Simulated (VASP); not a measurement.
# Be (P6_3/mmc) in VASP: a series of runs, part 2 of 2

VASP 6.6.1. The steps go on from the part before.

## (4) Electric field gradients, PBE (8.41 Å³/atom)

This run uses another cell than the first one, of 8.41 Å³/atom.

INCAR

```
SYSTEM = Be
PREC     = Accurate       ! precision mode
ENCUT    = 520            ! plane-wave cutoff, eV
EDIFF    = 1E-8           ! SCF threshold, eV
ISMEAR   = -1             ! smearing method
SIGMA    = 0.05           ! smearing width, eV
LREAL    = .FALSE.        ! projectors in reciprocal space
LASPH    = .TRUE.         ! aspherical terms in the spheres
NELM     = 60             ! most SCF steps
ALGO     = Normal         ! electronic algorithm
ISIF     = 2              ! what is computed and relaxed
LWAVE    = .FALSE.        ! write WAVECAR
LCHARG   = .FALSE.        ! write CHGCAR
GGA      = PE             ! functional
LEFG     = .TRUE.       
NBANDS   = 9              ! bands
```

KPOINTS

```
Automatic mesh
0
G
  20 20 11
  0 0 0
```

POSCAR

```
Be
1.0
    2.3147309187      0.0000000000      0.0000000000
   -1.1573654594      2.0046157785      0.0000000000
    0.0000000000      0.0000000000      3.6247477149
Be
2
Direct
    0.3333333333      0.6666666667      0.2500000000
    0.6666666667      0.3333333333      0.7500000000
```

Potentials or basis: VASP PAW PBE potentials, release 64 (Be).

Command:

```sh
cat potpaw_PBE.64/Be/POTCAR > POTCAR
mpirun -np 1 vasp_std > vasp.out
```

OUTCAR:

```text
SYSTEM = Be
   PREC = Accurate
   ENCUT = 520
   EDIFF = 1E-8
   ISMEAR = -1
   LREAL = .FALSE.
   LASPH = .TRUE.
   NELM = 60
   ISIF = 2
   GGA = PE

 ion  position               nearest neighbor table
   1  0.333  0.667  0.250-   2 2.25   2 2.25   2 2.25   2 2.25   2 2.25   2 2.25
   2  0.667  0.333  0.750-   1 2.25   1 2.25   1 2.25   1 2.25   1 2.25   1 2.25

  LATTYP: Found a hexagonal cell.
 ALAT       =     2.3147309187
 C/A-ratio  =     1.5659477677

  Lattice vectors:

 A1 = (   2.3147309187,   0.0000000000,   0.0000000000)
 A2 = (  -1.1573654594,   2.0046157785,   0.0000000000)
 A3 = (   0.0000000000,   0.0000000000,   3.6247477149)

Analysis of symmetry for initial positions (statically):
=====================================================================
 Subroutine PRICEL returns:
 Original cell was already a primitive cell.

 Routine SETGRP: Setting up the symmetry group for a
 hexagonal supercell.

 Subroutine GETGRP returns: Found 24 space group operations
 (whereof 12 operations were pure point group operations)
 out of a pool of 24 trial point group operations.

The static configuration has the point symmetry D_3d.
 The point group associated with its full space group is D_6h.

Analysis of symmetry for dynamics (positions and initial velocities):
=====================================================================
 Subroutine PRICEL returns:
 Original cell was already a primitive cell.

 Routine SETGRP: Setting up the symmetry group for a
 hexagonal supercell.

 Subroutine GETGRP returns: Found 24 space group operations
 (whereof 12 operations were pure point group operations)
[... 435 lines left out ...]
  band No.  band energies     occupation
      1      -1.7495      2.00000
      2       5.8228      1.99999
      3       7.6637      0.00000
      4      12.4770      0.00000
      5      15.3582      0.00000
      6      19.6832      0.00000
      7      21.0969      0.00000
      8      23.0206      0.00000
      9      26.7467      0.00000

 [... further k-points ...]

------------------------ aborting loop because EDIFF is reached ----------------------------------------

  FORCE on cell =-STRESS in cart. coord.  units (eV):
  Direction    XX          YY          ZZ          XY          YZ          ZX
  --------------------------------------------------------------------------------------
  -------------------------------------------------------------------------------------
  Total       -0.6842313     -0.6842313     -0.7234385      0.0000000      0.0000000     -0.0000000
  in kB      -65.1784540    -65.1784540    -68.9132558      0.0000000      0.0000000     -0.0000000
  external PRESSURE =     -66.4233879 kB  Pullay stress =       0.0000000 kB

 VOLUME and BASIS-vectors are now :
 -----------------------------------------------------------------------------
  energy-cutoff  :      520.00
  volume of cell :       16.82
      direct lattice vectors                 reciprocal lattice vectors
     2.314730919  0.000000000  0.000000000     0.432015658  0.249424356  0.000000000
    -1.157365459  2.004615778  0.000000000     0.000000000  0.498848712  0.000000000
     0.000000000  0.000000000  3.624747715     0.000000000  0.000000000  0.275881269

 POSITION                                       TOTAL-FORCE (eV/Angst)
 -----------------------------------------------------------------------------------
     -0.00000      1.33641      0.90619         0.000000      0.000000      0.000000
      1.15737      0.66821      2.71856        -0.000000     -0.000000      0.000000
 -----------------------------------------------------------------------------------
    total drift:                                0.000000     -0.000000      0.000000

  FREE ENERGIE OF THE ION-ELECTRON SYSTEM (eV)
  ---------------------------------------------------
  free  energy   TOTEN  =        -7.5134623323 eV

  energy  without entropy=       -7.5125641992  energy(sigma->0) =       -7.51301327

 Electric field gradients (V/A^2)
---------------------------------------------------------------------
 ion       V_xx      V_yy      V_zz      V_xy      V_xz      V_yz
---------------------------------------------------------------------
   1       0.304     0.304    -0.608    -0.000    -0.000     0.000
   2       0.304     0.304    -0.608    -0.000     0.000    -0.000
---------------------------------------------------------------------

 Electric field gradients after diagonalization (V/A^2)
 (convention: |V_zz| > |V_xx| > |V_yy|)
----------------------------------------------------------------------
 ion       V_xx      V_yy      V_zz     asymmetry (V_yy - V_xx)/ V_zz
----------------------------------------------------------------------
   1       0.304     0.304    -0.608       0.000
   2       0.304     0.304    -0.608       0.000
----------------------------------------------------------------------

           NMR quadrupolar parameters

 Cq : quadrupolar parameter    Cq=e*Q*V_zz/h
 eta: asymmetry parameters     (V_yy - V_xx)/ V_zz
 Q  : nuclear electric quadrupole moment in mb (millibarn)
----------------------------------------------------------------------
 ion       Cq(MHz)       eta       Q (mb)
----------------------------------------------------------------------
   1      -0.001       0.000       1.000
   2      -0.001       0.000       1.000
----------------------------------------------------------------------
```

Run time: 12 s. Hardware: 1 thread of Intel Xeon 6975P-C (Granite Rapids), shared host; peak memory 0.15 GiB.

Results:

```yaml
Free_energy: -7.5135 eV
Pressure: -6.6 GPa
Band_gap_on_the_k_mesh: zero (bands 2 and 3 overlap by 1.38 eV)
Largest_electric_field_gradient_by_atom: Be -0.6 V/Å²
```

Electric field gradients, principal values (V/Å²):
| atom | least | middle | greatest (by size) |
| --- | --- | --- | --- |
| 1 Be | 0.304 | 0.304 | -0.608 |
| 2 Be | 0.304 | 0.304 | -0.608 |

Caveat: the cell stands under tension; without QUAD_EFG the Cq values of the log hold for a quadrupole moment of 1 mb, not for the nuclei.
